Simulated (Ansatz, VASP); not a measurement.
## MgS: VASP beside Ansatz

INCAR

```
PREC = Accurate
ENCUT = 520
EDIFF = 1E-7
ISMEAR = 0
SIGMA = 0.02
LREAL = F
LASPH = T
NELM = 60
ALGO = Normal
ISIF = 2
LWAVE = F
LCHARG = F
NBANDS = 11
```

File KPOINTS:

```
Automatic mesh
0
Gamma
  8 8 8
```

Contents of POSCAR:

```
MgS
1.0
    0.0000000000      2.8331200468      2.8331200468
    2.8331200468      0.0000000000      2.8331200468
    2.8331200468      2.8331200468      0.0000000000
S Mg
1 1
Direct
    0.2500000000      0.2500000000      0.2500000000
    0.0000000000      0.0000000000      0.0000000000
```

input.yaml

```yaml
crystal:
  lattice:
    - [0.0, 2.8331200468, 2.8331200468]
    - [2.8331200468, 0.0, 2.8331200468]
    - [2.8331200468, 2.8331200468, 0.0]
  atoms:
    - { symbol: S, position: [0.25, 0.25, 0.25] }
    - { symbol: Mg, position: [0.0, 0.0, 0.0] }
kpoints:
  mp_grid: { grid: [8, 8, 8] }
scf:
  occupations: { method: gaussian, width: 0.02 }
hamiltonian:
  xc: lda
  pseudopotentials: { kind: all_electron, lapw: { basis_error: 0.001 } }
output:
  forces: true
  stress: true
  eigenvalues: true
```

Alike in both runs: task single point; functional LDA; k mesh 8 × 8 × 8; occupations gaussian, width 0.02 eV; no spin polarisation.

```csv
,VASP,Ansatz
version,VASP 6.6.1,Ansatz 0.2.0
potentials or method,"VASP PAW LDA potentials, release 64 (S, Mg), cutoff 520 eV","all-electron LAPW, scalar-relativistic"
```

VASP gave:

| Quantity | Value |
| --- | --- |
| gap on the k mesh at the Fermi level (eV) | 3.18 |
| least direct gap on the mesh (eV) | 3.18 |
| pressure (GPa) | -2.5 |

Problem. Estimate Ansatz's values.

Solution. gap on the k mesh at the Fermi level (eV): 3.17; least direct gap on the mesh (eV): 3.17; pressure (GPa): -2.2.

LDA's correlation is that of Perdew and Zunger in VASP and of Perdew and Wang (1992) in Ansatz. Ansatz ran all-electron here, and VASP with PAW potentials.
